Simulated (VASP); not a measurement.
# LiH (R3m) in VASP: a series of runs

LiH is run at these levels: PBE; tasks: single point.

Program: VASP 6.6.1. These are calculated values, not measurements. Logs are shortened: lines on timing, memory, paths and dates and some standing lists are left out, and cuts for length are marked.

### 1 The cell of the first run

The structure is trigonal, space group R3m (No. 160). Conventional cell: a = 2.874 Å, b = 2.874 Å, c = 7.041 Å, α = 90.00°, β = 90.00°, γ = 120.00°. Li (site symmetry 3m) has 6 H at 1.92 to 2.15 Å within 2.6 Å. H (site symmetry 3m) has 6 Li at 1.92 to 2.15 Å within 2.6 Å.

### 2 Single point, PBE (all H atoms moved -0.200 Å, as atom 2 along Cartesian [1 1 1])

INCAR

```
PREC = Accurate ; ENCUT = 750
EDIFF = 1E-6 ; ISMEAR = 0
SIGMA = 0.05 ; LREAL = F
LASPH = T ; NELM = 120
ALGO = Normal ; ISIF = 2
LWAVE = F ; LCHARG = F
GGA = PE ; NBANDS = 9
GGA_COMPAT = F
```

KPOINTS

```
regular mesh
0
Gamma
  10 10 10
```

POSCAR

```
LiH
1.0
    0.0000000000      2.0325000000      2.0325000000
    2.0325000000      0.0000000000      2.0325000000
    2.0325000000      2.0325000000      0.0000000000
Li H
1 1
Direct
    0.0000000000      0.0000000000      0.0000000000
    0.4715940827      0.4715940827      0.4715940827
```

Potentials or basis: VASP PAW PBE potentials, release 64 (Li_sv, H).

Started as:

```
cat potpaw_PBE.64/Li_sv/POTCAR potpaw_PBE.64/H/POTCAR > POTCAR
mpirun -np 1 vasp_std > vasp.out
```

OUTCAR:

```text
PREC = Accurate
   ENCUT = 750
   EDIFF = 1E-6
   ISMEAR = 0
   LREAL = F
   LASPH = T
   NELM = 120
   ISIF = 2
   GGA = PE

 ion  position               nearest neighbor table
   1  0.000  0.000  0.000-
   2  0.472  0.472  0.472-

  LATTYP: Found a face centered cubic cell.
 ALAT       =     4.0650000000

  Lattice vectors:

 A1 = (   0.0000000000,   2.0325000000,   2.0325000000)
 A2 = (   2.0325000000,   0.0000000000,   2.0325000000)
 A3 = (   2.0325000000,   2.0325000000,   0.0000000000)

Analysis of symmetry for initial positions (statically):
=====================================================================
 Subroutine PRICEL returns:
 Original cell was already a primitive cell.

 Routine SETGRP: Setting up the symmetry group for a
 face centered cubic supercell.

 Subroutine GETGRP returns: Found  6 space group operations
 (whereof  6 operations were pure point group operations)
 out of a pool of 48 trial point group operations.

The static configuration has the point symmetry C_3v.

Analysis of symmetry for dynamics (positions and initial velocities):
=====================================================================
 Subroutine PRICEL returns:
 Original cell was already a primitive cell.

 Routine SETGRP: Setting up the symmetry group for a
 face centered cubic supercell.

 Subroutine GETGRP returns: Found  6 space group operations
 (whereof  6 operations were pure point group operations)
 out of a pool of 48 trial point group operations.

The dynamic configuration has the point symmetry C_3v.

 Subroutine INISYM returns: Found  6 space group operations
 (whereof  6 operations are pure point group operations),
 and found     1 'primitive' translations

----------------------------------------------------------------------------------------

                                     Primitive cell

  volume of cell :      16.7927

  direct lattice vectors                    reciprocal lattice vectors
     0.000000000  2.032500000  2.032500000    -0.246002460  0.246002460  0.246002460
     2.032500000  0.000000000  2.032500000     0.246002460 -0.246002460  0.246002460
     2.032500000  2.032500000  0.000000000     0.246002460  0.246002460 -0.246002460

  length of vectors
     2.874389066  2.874389066  2.874389066     0.426088760  0.426088760  0.426088760

  position of ions in fractional coordinates (direct lattice)
     0.000000000  0.000000000  0.000000000
     0.471594083  0.471594083  0.471594083

  ion indices of the primitive-cell ions
   primitive index   ion index
                 1           1
                 2           2

----------------------------------------------------------------------------------------

 KPOINTS: regular mesh

Automatic generation of k-mesh.
 Grid dimensions read from file:
 generate k-points for:   10   10   10

 Generating k-lattice:

  Cartesian coordinates                     Fractional coordinates (reciprocal lattice)
    -0.024600246  0.024600246  0.024600246     0.100000000  0.000000000  0.000000000
     0.024600246 -0.024600246  0.024600246     0.000000000  0.100000000  0.000000000
     0.024600246  0.024600246 -0.024600246     0.000000000  0.000000000  0.100000000

  Length of vectors
     0.042608876  0.042608876  0.042608876

  Shift w.r.t. Gamma in fractional coordinates (k-lattice)
     0.000000000  0.000000000  0.000000000

 Subroutine IBZKPT returns following result:
 ===========================================

 Found    116 irreducible k-points:

 Following reciprocal coordinates:
            Coordinates               Weight
  0.000000  0.000000  0.000000      1.000000
  0.100000  0.000000  0.000000      6.000000
  0.100000  0.100000  0.100000      2.000000
  0.200000  0.000000  0.000000      6.000000
  0.200000  0.200000  0.200000      2.000000
  0.300000  0.000000  0.000000      6.000000
[... 16 lines left out ...]
  0.100000  0.100000 -0.400000      6.000000
  0.500000  0.400000  0.500000      6.000000
 [... further k-points ...]
   k-points           NKPTS =    116   k-points in BZ     NKDIM =    116   number of bands    NBANDS=      9
   number of dos      NEDOS =    301   number of ions     NIONS =      2
   total plane-waves  NPLWV =  21952
   dimension x,y,z NGX =    28 NGY =   28 NGZ =   28
   dimension x,y,z NGXF=    56 NGYF=   56 NGZF=   56
   ions per type =               1   1
   NGX,Y,Z   is equivalent  to a cutoff of  16.19, 16.19, 16.19 a.u.
   NGXF,Y,Z  is equivalent  to a cutoff of  32.39, 32.39, 32.39 a.u.
 SYSTEM =  unknown system
   PREC   = accura    normal or accurate (medium, high low for compatibility)
   ISTART =      0    job   : 0-new  1-cont  2-samecut
   ICHARG =      2    charge: 1-file 2-atom 10-const
   ISPIN  =      1    spin polarized calculation?
   LNONCOLLINEAR =      F non collinear calculations
   LSORBIT =      F    spin-orbit coupling
   LASPH  =      T    aspherical Exc in radial PAW
   ENCUT  =  750.0 eV  55.12 Ry    7.42 a.u.   6.42  6.42  6.42*2*pi/ulx,y,z
   NELM   =    120;   NELMIN=  2; NELMDL= -5     # of ELM steps
   EDIFF  = 0.1E-05   stopping-criterion for ELM
   LREAL  =      F    real-space projection
   EDIFFG = 0.1E-04   stopping-criterion for IOM
   NSW    =      0    number of steps for IOM
   IBRION =     -1    ionic relax: 0-MD 1-quasi-New 2-CG
   NFREE  =      0    steps in history (QN), initial steepest desc. (CG)
   ISIF   =      2    stress and relaxation
   ISYM   =      2    0-nonsym 1-usesym 2-fastsym
   POTIM  = 0.5000    time-step for ionic-motion
   TEBEG  =    0.0;   TEEND  =   0.0 temperature during run
   PSTRESS=    0.0 pullay stress
   NELECT =       4.0000    total number of electrons
   NUPDOWN=      -1.0000    fix difference up-down
   EMIN   =  10.00;   EMAX   =-10.00  energy-range for DOS
   EFERMI =   0.00;   METHOD = LEGACY
   ISMEAR =     0;   SIGMA  =   0.05  broadening in eV -4-tet -1-fermi 0-gaus
   EFERMI_NEDOS =   21; number of points for ismear=-14 and -15
   IALGO  =     38    algorithm
   IMIX   =      4    mixing-type and parameters
     AMIX     =   0.40;   BMIX     =  1.00
     AMIX_MAG =   1.60;   BMIX_MAG =  1.00
  volume/ion in A,a.u.               =       8.40        56.66
  Fermi-wavevector in a.u.,A,eV,Ry     =   1.014817  1.917726 14.012000  1.029853
  Thomas-Fermi vector in A             =   2.148066
   LORBIT       =      0    0 simple, 1 ext, 2 COOP (PROOUT), +10 PAW based schemes
   GGA     = PE    functional components
   LHFCALC =     F    Hartree Fock is set to
   AEXX    =    0.0000 exact exchange contribution
   IVDW    =     0    specifies the selected vdW correction
   LEPSILON=     F    determine dielectric tensor
   LRPA    =     F    only Hartree local field effects (RPA)
 non-spin polarized calculation
 Gauss-broadening in eV      SIGMA  =   0.05
  energy-cutoff  :      750.00
  volume of cell :       16.79
 maximum number of plane-waves:       801
 NGX is ok and might be reduce to    28
   NGX = 13   NGY = 13   NGZ = 13

 number of electron       3.9999998 magnetization

 Free energy of the ion-electron system (eV)
  ---------------------------------------------------
  ext. energy  EPLUGINS =         0.00000000
  ---------------------------------------------------
  free energy    TOTEN  =        -6.10455646 eV

  energy without entropy =       -6.10455646  energy(sigma->0) =       -6.10455646

 E-fermi :   0.2199     XC(G=0):  -8.3674

 val. band max:       -0.1977851544   @ k =   0.5000   0.5000   0.0000
 cond. band min:       3.0315423879   @ k =   0.5000   0.5000   0.0000
 fundamental gap:      3.2293275424
 Fermi energy:         0.2199066555

 k-point     1 :       0.0000    0.0000    0.0000
  band No.  band energies     occupation
      1     -44.4122      2.00000
      2      -5.3747      2.00000
      3      14.8402      0.00000
      4      17.3511      0.00000
      5      17.3511      0.00000
      6      18.2149      0.00000
      7      21.8450      0.00000
      8      21.9560      0.00000
      9      21.9560      0.00000

 k-point     2 :       0.1000    0.0000    0.0000
  band No.  band energies     occupation
      1     -44.4085      2.00000
      2      -5.2024      2.00000
      3      13.7787      0.00000
      4      16.0741      0.00000
      5      16.9686      0.00000
      6      17.7693      0.00000
      7      21.3922      0.00000
      8      22.6633      0.00000
      9      22.7789      0.00000

 k-point     3 :       0.1000    0.1000    0.1000
  band No.  band energies     occupation
      1     -44.4086      2.00000
      2      -5.1993      2.00000
      3      13.5968      0.00000
      4      16.9710      0.00000
      5      16.9787      0.00000
      6      16.9787      0.00000
      7      21.4438      0.00000
      8      22.7277      0.00000
      9      22.7277      0.00000

 k-point     4 :       0.2000    0.0000    0.0000
  band No.  band energies     occupation
      1     -44.3986      2.00000
      2      -4.6957      2.00000
      3      10.8815      0.00000
      4      14.8444      0.00000
      5      16.3462      0.00000
      6      16.8709      0.00000
      7      22.1170      0.00000
      8      22.6565      0.00000
      9      22.6738      0.00000
[... 205 lines left out ...]
 k-point    22 :       0.5000    0.1000    0.0000
  band No.  band energies     occupation
      1     -44.3716      2.00000
      2      -2.4849      2.00000
      3       4.8460      0.00000
      4      11.7972      0.00000
      5      14.7064      0.00000
      6      15.5684      0.00000
      7      19.9503      0.00000
      8      21.4935      0.00000
      9      26.0772      0.00000

 k-point    23 :       0.1000    0.1000   -0.4000
  band No.  band energies     occupation
      1     -44.3716      2.00000
      2      -2.4861      2.00000
      3       4.8552      0.00000
      4      11.8170      0.00000
      5      14.5489      0.00000
      6      15.6081      0.00000
      7      20.5832      0.00000
      8      20.9455      0.00000
      9      26.1020      0.00000

 k-point    24 :       0.5000    0.4000    0.5000
  band No.  band energies     occupation
      1     -44.3718      2.00000
      2      -2.4071      2.00000
      3       4.6473      0.00000
      4      11.9781      0.00000
      5      14.5836      0.00000
      6      15.5495      0.00000
      7      20.5051      0.00000
      8      20.9293      0.00000
      9      26.1521      0.00000

 [... further k-points ...]
[... 5 lines left out ...]
  --------------------------------------------------------------------------------------
  -------------------------------------------------------------------------------------
  Total       -0.1140767     -0.1140767     -0.1140767     -0.0099718     -0.0099718     -0.0099718
  in kB      -10.8839289    -10.8839289    -10.8839289     -0.9514011     -0.9514011     -0.9514011
  external PRESSURE =     -10.8839289 kB  Pullay stress =       0.0000000 kB

 VOLUME and BASIS-vectors are now :
 -----------------------------------------------------------------------------
  energy-cutoff  :      750.00
  volume of cell :       16.79
      direct lattice vectors                 reciprocal lattice vectors
     0.000000000  2.032500000  2.032500000    -0.246002460  0.246002460  0.246002460
     2.032500000  0.000000000  2.032500000     0.246002460 -0.246002460  0.246002460
     2.032500000  2.032500000  0.000000000     0.246002460  0.246002460 -0.246002460

 POSITION                                       TOTAL-FORCE (eV/Angst)
 -----------------------------------------------------------------------------------
      0.00000      0.00000      0.00000        -0.108099     -0.108099     -0.108099
      1.91703      1.91703      1.91703         0.108099      0.108099      0.108099
 -----------------------------------------------------------------------------------
    total drift:                               -0.000084     -0.000084     -0.000084

  FREE ENERGIE OF THE ION-ELECTRON SYSTEM (eV)
  ---------------------------------------------------
  free  energy   TOTEN  =        -6.1045564646 eV

  energy  without entropy=       -6.1045564646  energy(sigma->0) =       -6.10455646
```

It took 11 s on 1 thread of Intel Xeon 6975P-C (Granite Rapids), shared host; peak memory 0.16 GiB.

What came out:

```yaml
Free_energy: -6.1046 eV
Pressure: -1.1 GPa
Largest_force: 0.187 eV/Å
Band_gap_on_the_k_mesh: 3.23 eV, direct
```

Forces on the atoms (eV/Å):
```
Li  -0.108 -0.108 -0.108
H    0.108  0.108  0.108
```

Stress tensor (GPa, compression positive):
```
-1.09 -0.10 -0.10
-0.10 -1.09 -0.10
-0.10 -0.10 -1.09
```

Caveat: the cell differs from its parent crystal (all H atoms moved -0.200 Å, as atom 2 along Cartesian [1 1 1]).

### 3 Single point, PBE (all H atoms moved +0.150 Å, as atom 2 along Cartesian [1 1 1])

INCAR

```
SYSTEM = LiH
PREC = Accurate ; ENCUT = 750
EDIFF = 1E-6 ; ISMEAR = 0
SIGMA = 0.05 ; LREAL = .FALSE.
LASPH = .TRUE. ; NELM = 120
ALGO = Normal ; ISIF = 2
LWAVE = .FALSE. ; LCHARG = .TRUE.
GGA = PE ; LELF = .TRUE.
LVHAR = .TRUE. ; NBANDS = 9
GGA_COMPAT = .FALSE.
```

KPOINTS

```
regular mesh
0
G
  10 10 10
  0 0 0
```

POSCAR, as its differences from that of step 2:

```diff
@@ -9,2 +9,2 @@
     0.0000000000      0.0000000000      0.0000000000
-    0.4715940827      0.4715940827      0.4715940827
+    0.5213044380      0.5213044380      0.5213044380
```

Potentials or basis: VASP PAW PBE potentials, release 64 (Li_sv, H).

Started as:

```
cat potpaw_PBE.64/Li_sv/POTCAR potpaw_PBE.64/H/POTCAR > POTCAR
mpirun -np 1 vasp_std > vasp.out
```

OUTCAR:

```text
SYSTEM = LiH
   PREC = Accurate
   ENCUT = 750
   EDIFF = 1E-6
   ISMEAR = 0
   LREAL = .FALSE.
   LASPH = .TRUE.
   NELM = 120
   ISIF = 2
   GGA = PE

 ion  position               nearest neighbor table
   1  0.000  0.000  0.000-
   2  0.521  0.521  0.521-

  LATTYP: Found a face centered cubic cell.
 ALAT       =     4.0650000000

  Lattice vectors:

 A1 = (   0.0000000000,   2.0325000000,   2.0325000000)
 A2 = (   2.0325000000,   0.0000000000,   2.0325000000)
 A3 = (   2.0325000000,   2.0325000000,   0.0000000000)

[... 464 lines left out ...]
      5      14.5904      0.00000
      6      15.5476      0.00000
      7      20.5010      0.00000
      8      20.9053      0.00000
      9      26.1460      0.00000

 [... further k-points ...]
[... 5 lines left out ...]
  --------------------------------------------------------------------------------------
  -------------------------------------------------------------------------------------
  Total       -0.1389908     -0.1389908     -0.1389908     -0.0053793     -0.0053793     -0.0053793
  in kB      -13.2609607    -13.2609607    -13.2609607     -0.5132312     -0.5132312     -0.5132312
  external PRESSURE =     -13.2609607 kB  Pullay stress =       0.0000000 kB

 VOLUME and BASIS-vectors are now :
 -----------------------------------------------------------------------------
  energy-cutoff  :      750.00
  volume of cell :       16.79
      direct lattice vectors                 reciprocal lattice vectors
     0.000000000  2.032500000  2.032500000    -0.246002460  0.246002460  0.246002460
     2.032500000  0.000000000  2.032500000     0.246002460 -0.246002460  0.246002460
     2.032500000  2.032500000  0.000000000     0.246002460  0.246002460 -0.246002460

 POSITION                                       TOTAL-FORCE (eV/Angst)
 -----------------------------------------------------------------------------------
      0.00000      0.00000      0.00000         0.081486      0.081486      0.081486
      2.11910      2.11910      2.11910        -0.081486     -0.081486     -0.081486
 -----------------------------------------------------------------------------------
    total drift:                                0.000078      0.000078      0.000078

  FREE ENERGIE OF THE ION-ELECTRON SYSTEM (eV)
  ---------------------------------------------------
  free  energy   TOTEN  =        -6.1127660373 eV

  energy  without entropy=       -6.1127660373  energy(sigma->0) =       -6.11276604
```

OSZICAR:

```text
N       E                     dE             d eps       ncg     rms          rms(c)
DAV:   1    -0.566882733017E+00   -0.56688E+00   -0.18968E+03  2088   0.532E+02
DAV:   2    -0.626023246784E+01   -0.56933E+01   -0.56628E+01  2995   0.646E+01
DAV:   3    -0.635609976837E+01   -0.95867E-01   -0.95801E-01  2451   0.719E+00
DAV:   4    -0.635741374342E+01   -0.13140E-02   -0.13139E-02  2965   0.556E-01
DAV:   5    -0.635741690098E+01   -0.31576E-05   -0.31575E-05  2492   0.257E-02    0.288E+00
DAV:   6    -0.617152362926E+01    0.18589E+00   -0.15657E-01  2315   0.122E+00    0.144E+00
DAV:   7    -0.611080335309E+01    0.60720E-01   -0.19684E-01  2441   0.158E+00    0.220E-01
DAV:   8    -0.611280369462E+01   -0.20003E-02   -0.50587E-03  2499   0.477E-01    0.418E-02
DAV:   9    -0.611276664768E+01    0.37047E-04   -0.14973E-04  2721   0.490E-02    0.932E-03
DAV:  10    -0.611276603729E+01    0.61039E-06   -0.69808E-06  2544   0.189E-02
   1 F= -.61127660E+01 E0= -.61127660E+01  d E =-.332775E-25
```

stdout:

```text
POSCAR found type information on POSCAR LiH
 POSCAR found :  2 types and       2 ions
 scaLAPACK will be used
 LDA part: xc-table for (Slater+PW92), standard interpolation
 POSCAR, INCAR and KPOINTS ok, starting setup
 FFT: planning ... GRIDC
 FFT: planning ... GRID_SOFT
 FFT: planning ... GRID
 WAVECAR not read
 entering main loop
```

Wall time 14 s (1 thread of Intel Xeon 6975P-C (Granite Rapids), shared host); peak memory 0.16 GiB.

Results:

| Quantity | Value |
| --- | --- |
| Free energy | -6.1128 eV |
| Pressure | -1.3 GPa |
| Largest force | 0.141 eV/Å |
| Band gap on the k mesh | 3.14 eV, direct |

Forces in eV/Å, atoms in the order of the input:
```
Li   0.081  0.081  0.081
H   -0.081 -0.081 -0.081
```

Caveat: the cell differs from its parent crystal (all H atoms moved +0.150 Å, as atom 2 along Cartesian [1 1 1]). A k mesh can miss the band edges.

(Part 1 of 2 ends here.)
